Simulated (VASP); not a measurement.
Input of a VASP 6.6.1 run:

File INCAR:

```
PREC = Accurate
ENCUT = 520
EDIFF = 1E-6
ISMEAR = 1
SIGMA = 0.1
LREAL = False
LASPH = True
NELM = 100
ALGO = Normal
ISIF = 2
LWAVE = False
LCHARG = False
GGA = PS
NBANDS = 18
```

KPOINTS

```
regular mesh
0
Gamma
  11 11 6
```

POSCAR

```
Ag
1.0
    2.9558163082      0.0000000000      0.0000000000
   -1.4779081541      2.5598120087      0.0000000000
    0.0000000000      0.0000000000      4.8322048178
Ag
2
Direct
    0.3333333333      0.6666666667      0.2500000000
    0.6666666667      0.3333333333      0.7500000000
```

Potentials or basis: VASP PAW PBE potentials, release 64 (Ag).

Launch:

```console
$ cat potpaw_PBE.64/Ag/POTCAR > POTCAR
$ mpirun -np 1 vasp_std > vasp.out
```

(1) Predict the band gap on the k mesh.

(2) Estimate the pressure.

Answers

(1) zero (band 11 reaches 10.62 eV, above the bottom of band 12 at 4.00 eV).

(2) -8.5 GPa.

Caveat: the PAW data sets were made with another functional, which shifts forces and pressure a little.
